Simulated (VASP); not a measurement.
Input of a VASP 6.6.1 run:

The input POSCAR:

```
GaSb
1.0
    0.0000000000      3.0895900000      3.0590000000
    3.0590000000      0.0000000000      3.0590000000
    3.0590000000      3.0895900000      0.0000000000
Ga Sb
1 1
Direct
    0.0000000000      0.0000000000      0.0000000000
    0.7500000000      0.7500000000      0.7500000000
```

File INCAR.step1:

```
SYSTEM = GaSb
PREC = Accurate
ENCUT = 520
ISMEAR = 0
SIGMA = 0.05
LREAL = .FALSE.
LASPH = .TRUE.
NELM = 100
NBANDS = 16
GGA = PE
ALGO = Normal
EDIFF = 1E-4
LWAVE = .TRUE.
LCHARG = .FALSE.
```

The input INCAR.step2:

```
SYSTEM = GaSb
PREC = Accurate
ENCUT = 520
EDIFF = 1E-7
ISMEAR = 0
SIGMA = 0.05
LREAL = .FALSE.
LASPH = .TRUE.
NELM = 100
ALGO = Normal
ISIF = 2
LWAVE = .FALSE.
LCHARG = .TRUE.
METAGGA = R2SCAN
LMIXTAU = .TRUE.
LELF = .TRUE.
LVHAR = .TRUE.
NBANDS = 16
ISTART = 1
```

File KPOINTS:

```
Automatic mesh
0
G
  6 6 6
  0 0 0
```

Potentials or basis: VASP PAW PBE potentials, release 64 (Ga_d, Sb).

Command:

```bash
$ cat potpaw_PBE.64/Ga_d/POTCAR potpaw_PBE.64/Sb/POTCAR > POTCAR
$ cp INCAR.step1 INCAR
$ mpirun -np 1 vasp_std > vasp.out
$ cp INCAR.step2 INCAR
$ mpirun -np 1 vasp_std > vasp.out
```

(1) Estimate the pressure.

(2) Predict the band gap on the k mesh.

Answers

(1) -0.1 GPa.

(2) 0.35 eV, direct.

Caveat: the cell differs from its parent crystal (strain +0.0100 x Voigt [0, 1, 0, 0, 0, 0]); the PAW data sets were made with another functional, which shifts forces and pressure a little; spin-orbit coupling is left out, which moves the levels of the heavy elements.
